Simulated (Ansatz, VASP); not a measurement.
## NbAs in VASP and in Ansatz

INCAR

```
  ALGO = Normal
  EDIFF = 1E-6
  ENCUT = 520
  GGA = PS
  ISIF = 2
  ISMEAR = 0
  LASPH = True
  LCHARG = False
  LREAL = False
  LWAVE = False
  NBANDS = 16
  NELM = 80
  PREC = Accurate
  SIGMA = 0.05
```

Contents of KPOINTS:

```
k-points
0
Gamma
  10 10 10
```

Contents of POSCAR:

```
NbAs
1.0
    0.0000000000      2.6066182476      2.6066182476
    2.6066182476      0.0000000000      2.6066182476
    2.6066182476      2.6066182476      0.0000000000
Nb As
1 1
Direct
    0.5000000000      0.5000000000      0.5000000000
    0.0000000000      0.0000000000      0.0000000000
```

Input for Ansatz:

```yaml
crystal:
  lattice:
    - [0.0, 2.6066182476, 2.6066182476]
    - [2.6066182476, 0.0, 2.6066182476]
    - [2.6066182476, 2.6066182476, 0.0]
  atoms:
    - { symbol: Nb, position: [0.5, 0.5, 0.5] }
    - { symbol: As, position: [0.0, 0.0, 0.0] }
basis:
  ecutwfc: 420
  ecutrho_ratio: 4
kpoints:
  mp_grid: { grid: [10, 10, 10] }
hamiltonian:
  xc: pbesol
scf:
  occupations: { method: gaussian, width: 0.05 }
output:
  forces: true
  stress: true
  eigenvalues: true
```

Alike in both runs: task single point; functional PBEsol; k mesh 10 × 10 × 10; occupations gaussian, width 0.05 eV; no spin polarisation.

|  | VASP | Ansatz |
| --- | --- | --- |
| version | VASP 6.6.1 | Ansatz 0.2.0 |
| potentials or method | VASP PAW PBE potentials, release 64 (Nb_sv, As), cutoff 520 eV | scalar-relativistic, plane waves, PAW |
| valence electrons in the cell | 18 | 28 |

|  | VASP | Ansatz | Ansatz less VASP |
| --- | --- | --- | --- |
| gap on the k mesh at the Fermi level (eV) | none | none | - |
| pressure (GPa) | -0.1 | -0.3 | -0.21 |

VASP's potentials were made for PBE, not for PBEsol. A gap of «none» marks a metal or a gap that the smearing closes. VASP's potentials hold 18 valence electrons a cell and Ansatz's 28, so a difference there can come from the potentials and not from the codes.
